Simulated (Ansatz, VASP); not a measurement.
# BN: VASP beside Ansatz

```
B N
1.0
     2.51323    0.00000    0.00000
    -1.25662    2.17652    0.00000
     0.00000    0.00000    4.23694
B N
2 2
Direct
  0.33333 0.66667 0.99983
  0.66667 0.33333 0.49983
  0.33333 0.66667 0.37417
  0.66667 0.33333 0.87417
```

Change from the starting cell: strained cell.

Alike in both runs: functional LDA; k mesh 9 × 9 × 6; occupations gaussian, width 0.02 eV; no spin polarisation.

Ansatz relaxed the structure, and its values are those at the end. VASP's run is a single point on that final structure, the one shown.

```csv
,VASP,Ansatz
version,VASP 6.6.1,Ansatz 0.2.0
potentials or method,"VASP PAW LDA potentials, release 64 (B, N), cutoff 600 eV","scalar-relativistic, plane waves, PAW"
valence electrons in the cell,16,16
```

```csv
,VASP,Ansatz,Ansatz less VASP
gap on the k mesh at the Fermi level (eV),4.84,4.86,+0.019
least direct gap on the mesh (eV),7.98,7.98,+0.003
pressure (GPa),-1.9,-2.8,-0.92
rms of the force components (eV/Å),0.005,0.000,-0.0055
```

Ansatz warns that its potentials were made for another functional, while VASP's fit it. LDA's correlation is that of Perdew and Zunger in VASP and of Perdew and Wang (1992) in Ansatz. Ansatz's warnings: stress scf threshold loose.
